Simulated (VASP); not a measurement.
Set up this calculation in VASP 6.6.1, as the native input.

```
Task                   : single point
Functional             : r2SCAN
Potentials or basis    : VASP PAW PBE potentials, release 64 (Zn)
Cutoff                 : 520 eV
k mesh                 : 23 × 23 × 11
Occupations            : fermi-dirac, width 0.1 eV
Spin                   : no spin polarisation
Dipole correction      : no
Further INCAR settings : ALGO = Normal; EDIFF = 1e-06; NBANDS = 19
```

Crystal: Zn.

```xyz
2
Lattice="2.6187 0.0000 0.0000 -1.3094 2.2679 0.0000 0.0000 0.0000 4.8389" Properties=species:S:1:pos:R:3 pbc="T T T"
Zn    0.0000    1.5119    1.2097
Zn    1.3094    0.7560    3.6292
```

One way to write it, as run:

POSCAR

```
Zn
1.0
    2.6187264646      0.0000000000      0.0000000000
   -1.3093632323      2.2678836439      0.0000000000
    0.0000000000      0.0000000000      4.8388970683
Zn
2
Direct
    0.3333333333      0.6666666667      0.2500000000
    0.6666666667      0.3333333333      0.7500000000
```

INCAR.step1

```
  PREC = Accurate
  ENCUT = 520
  ISMEAR = -1
  SIGMA = 0.1
  LREAL = F
  LASPH = T
  NELM = 80
  NBANDS = 19
  GGA = PE
  ALGO = Normal
  EDIFF = 1E-4
  LWAVE = T
  LCHARG = F
```

INCAR.step2

```
  PREC = Accurate
  ENCUT = 520
  EDIFF = 1E-6
  ISMEAR = -1
  SIGMA = 0.1
  LREAL = F
  LASPH = T
  NELM = 80
  ALGO = Normal
  ISIF = 2
  LWAVE = F
  LCHARG = F
  METAGGA = R2SCAN
  LMIXTAU = T
  NBANDS = 19
  ISTART = 1
```

KPOINTS

```
regular mesh
0
Gamma
  23 23 11
```

Potentials or basis: VASP PAW PBE potentials, release 64 (Zn).

Launch:

```sh
$ cat potpaw_PBE.64/Zn/POTCAR > POTCAR
$ cp INCAR.step1 INCAR
$ mpirun -np 1 vasp_std > vasp.out
$ cp INCAR.step2 INCAR
$ mpirun -np 1 vasp_std > vasp.out
```

It gave:

```
Pressure               : 0.5 GPa
Band gap on the k mesh : zero (bands 12 and 13 overlap by 4.72 eV)
```

Caveat: the PAW data sets were made with another functional, which shifts forces and pressure a little.

It took 9.9 min on 1 thread of Intel(R) Xeon(R) Platinum 8375C CPU @ 2.90GHz (Ice Lake) (shared host), peak memory 0.26 GiB.
